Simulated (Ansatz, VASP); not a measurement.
**Two plane-wave programs on LiGe2P3**

```xyz
6
Lattice="3.7632 0.0000 0.0000 0.0000 3.7632 0.0000 0.0000 0.0000 6.9832" Properties=species:S:1:pos:R:3 pbc="T T T"
Li    0.0000    0.0000    0.0000
Ge    0.0000    1.8816    4.6316
Ge    1.8816    0.0000    2.3516
P     0.0000    1.8816    1.9958
P     1.8816    0.0000    4.9874
P     1.8816    1.8816    0.0000
```

Alike in both runs: functional PBE; k mesh 4 × 4 × 4; occupations gaussian, width 0.1 eV; no spin polarisation.

Ansatz relaxed the structure, and its values are those at the end. VASP's run is a single point on that final structure, the one shown.

|  | VASP | Ansatz |
| --- | --- | --- |
| version | VASP 6.6.1 | Ansatz 0.2.0 |
| potentials or method | VASP PAW PBE potentials, release 64 (Li_sv, Ge_d, P), cutoff 520 eV | scalar-relativistic, plane waves, PAW |
| valence electrons in the cell | 46 | 46 |

Ansatz gave:

```
gap on the k mesh at the Fermi level (eV) : none
rms of the force components (eV/Å)        : 0.009
```

Estimate VASP's values.

gap on the k mesh at the Fermi level (eV): none; rms of the force components (eV/Å): 0.010.

A gap of «none» marks a metal or a gap that the smearing closes.

The k mesh is coarse, so the values compare programs but aren't converged. Noted on VASP's run: the cutoff is short for stress, so the pressure is rough.
